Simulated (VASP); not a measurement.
A run of VASP 6.6.1:

File INCAR:

```
PREC     = Accurate       # precision mode
ENCUT    = 520            # plane-wave cutoff, eV
EDIFF    = 1E-6           # SCF threshold, eV
ISMEAR   = 0              # smearing method
SIGMA    = 0.1            # smearing width, eV
LREAL    = False          # projectors in reciprocal space
LASPH    = True           # aspherical terms in the spheres
NELM     = 100            # most SCF steps
ALGO     = Normal         # electronic algorithm
ISIF     = 2              # what is computed and relaxed
LWAVE    = False          # write WAVECAR
LCHARG   = True           # write CHGCAR
GGA      = PE             # functional
LELF     = True           # ELF
LVHAR    = True         
NBANDS   = 20             # bands
```

KPOINTS

```
Automatic mesh
0
Gamma
  12 12 2
```

POSCAR

```
B
1.0
    2.8473213310      0.0000000000      0.0000000000
   -1.4236606654      2.4658526054      0.0000000000
    0.0000000000      0.0000000000      6.5959736222
B
7
Direct
    0.6666666667      0.3333333333      0.6639010466
    0.0000000000      0.0000000000      0.7552563398
    0.6666666667      0.3333333333      0.9131078707
    0.3333333333      0.6666666667      0.0868921293
    0.0000000000      0.0000000000      0.2447436602
    0.3333333333      0.6666666667      0.3360989534
    0.0000000000      0.0000000000      0.5000000000
```

Potentials or basis: VASP PAW PBE potentials, release 64 (B).

Command:

```console
$ cat potpaw_PBE.64/B/POTCAR > POTCAR
$ mpirun -np 1 vasp_std > vasp.out
```

Hardware: 1 thread of Intel(R) Xeon(R) 6975P-C (Granite Rapids), with other jobs on the host.

Problem. Estimate the wall time of this run.

Solution. Wall time 16 s on 1 thread of Intel(R) Xeon(R) 6975P-C (Granite Rapids) (shared host), peak memory 0.16 GiB. Counts: scf iterations 13, k points 38.
